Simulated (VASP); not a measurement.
Wanted: the native input for a VASP 6.6.1 run.

```
Task                               : single point
Functional                         : PBE0
Potentials or basis                : VASP PAW PBE potentials, release 64 (Bi_d, Te)
Cutoff                             : 520 eV
k mesh                             : 4 × 4 × 4
Occupations                        : fermi-dirac, width 0.05 eV
Spin                               : no spin polarisation
Dipole correction                  : no
Grid for exact exchange (PRECFOCK) : Normal
Further INCAR settings             : ALGO = Normal; EDIFF = 1e-06; NBANDS = 18
```

The system is BiTe.

```
CELL_PARAMETERS angstrom
2.37325 1.37020 3.24957
-2.37325 1.37020 3.24957
0.00000 -2.74039 3.24957
ATOMIC_POSITIONS crystal
Bi 0.50000 0.50000 0.50000
Te 0.00000 0.00000 0.00000
```

One way to write it, as run:

POSCAR

```
BiTe
1.0
    2.3732508797      1.3701970343      3.2495731172
   -2.3732508797      1.3701970343      3.2495731172
    0.0000000000     -2.7403940685      3.2495731172
Bi Te
1 1
Direct
    0.5000000000      0.5000000000      0.5000000000
    0.0000000000      0.0000000000      0.0000000000
```

INCAR.step1

```
PREC = Accurate
ENCUT = 520
EDIFF = 1E-5
ISMEAR = -1
SIGMA = 0.05
LREAL = False
LASPH = True
NELM = 100
ALGO = Normal
ISIF = 2
LWAVE = True
NBANDS = 18
GGA = PE
```

INCAR.step2

```
PREC = Accurate
ENCUT = 520
EDIFF = 1E-6
ISMEAR = -1
SIGMA = 0.05
LREAL = False
LASPH = True
NELM = 100
ALGO = Normal
ISIF = 2
LWAVE = False
LCHARG = True
GGA = PE
LHFCALC = True
AEXX = 0.25
PRECFOCK = Normal
LELF = True
LVHAR = True
NBANDS = 18
ISTART = 1
```

KPOINTS

```
Automatic mesh
0
Gamma
  4 4 4
```

Potentials or basis: VASP PAW PBE potentials, release 64 (Bi_d, Te).

Command:

```bash
$ cat potpaw_PBE.64/Bi_d/POTCAR potpaw_PBE.64/Te/POTCAR > POTCAR
$ cp INCAR.step1 INCAR
$ mpirun -np 1 vasp_std > vasp.out
$ cp INCAR.step2 INCAR
$ mpirun -np 1 vasp_std > vasp.out
```

Results of the run:

```
Pressure : 1.2 GPa
```

Caveat: the k points lie up to 0.41 Å⁻¹ apart; the PAW data sets were made with another functional, which shifts forces and pressure a little.

It took 12 min on 1 thread of AMD EPYC 9R45 96-Core Processor (Zen 5), on a shared host, peak memory 0.17 GiB.
